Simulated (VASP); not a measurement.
# GaP: relaxation of cell and atoms with PBE

GaP:

```
Ga P
1.0
     0.00000    2.41371    2.41371
     2.41371    0.00000    2.41371
     2.41371    2.41371    0.00000
Ga P
1 1
Cartesian
  0.0000 0.0000 0.0000
  2.4137 2.4137 2.4137
```

| Property | Result |
| --- | --- |
| Program | VASP 6.6.1 |
| Task | relaxation of cell and atoms |
| Functional | PBE |
| Potentials or basis | VASP PAW PBE potentials, release 64 (Ga_d, P) |
| Cutoff | 600 eV |
| k mesh | 8 × 8 × 8 |
| Occupations | fermi-dirac, width 0.02 eV |
| Spin | no spin polarisation |
| Dipole correction | no |
| Further INCAR settings | ALGO = Normal; EDIFF = 1e-07; IBRION = 2; EDIFFG = -0.005; NSW = 80; ISIF = 3 |

* Relaxed volume: 17.18 Å³/atom
* Relaxed cell: a = 3.649 Å, b = 3.649 Å, c = 3.649 Å, α = 60.00°, β = 60.00°, γ = 60.00°
* Space group after relaxing (to 0.05 Å): Fm-3m (No. 225)
* Energy gained by relaxing: 222.7 meV/atom
* Ionic steps: 3
* Pressure after relaxing: 0.0 GPa
* Band gap on the k mesh: zero (band 9 reaches 6.85 eV, above the bottom of band 10 at 3.74 eV)

Step by step:
```
step  energy change (eV)  largest force (eV/Å)  pressure (GPa)  volume (Å³)
   1              0.0000                0.0000           27.51        28.12
   2             -0.3049                0.0000           -8.38        39.14
   3             -0.4454                0.0000            0.04        34.37
```

Final structure:
```
Ga P
1.0
     0.00000    2.58045    2.58045
     2.58045    0.00000    2.58045
     2.58045    2.58045    0.00000
Ga P
1 1
Direct
  0.00000 0.00000 0.00000
  0.50000 0.50000 0.50000
```

Levels at points of the mesh, in eV from the Fermi level:
```tsv
k point	band 6	band 7	band 8	band 9	band 10	band 11	band 12	band 13
(0.00, 0.00, 0.00)	-13.17	0.01	0.01	0.01	1.43	7.10	7.10	7.10
(0.50, 0.00, 0.00)	-10.42	-7.77	0.18	0.18	3.06	3.06	3.15	5.18
(0.50, 0.50, 0.00)	-9.35	-5.80	-3.12	-2.64	-2.64	3.43	10.89	10.89
```

It took 35 s on 1 thread of AMD EPYC 7R13, with other jobs on the host, peak memory 0.14 GiB.

Caveat: the volume moved by over 15 % at a fixed basis, so the end points are rough.
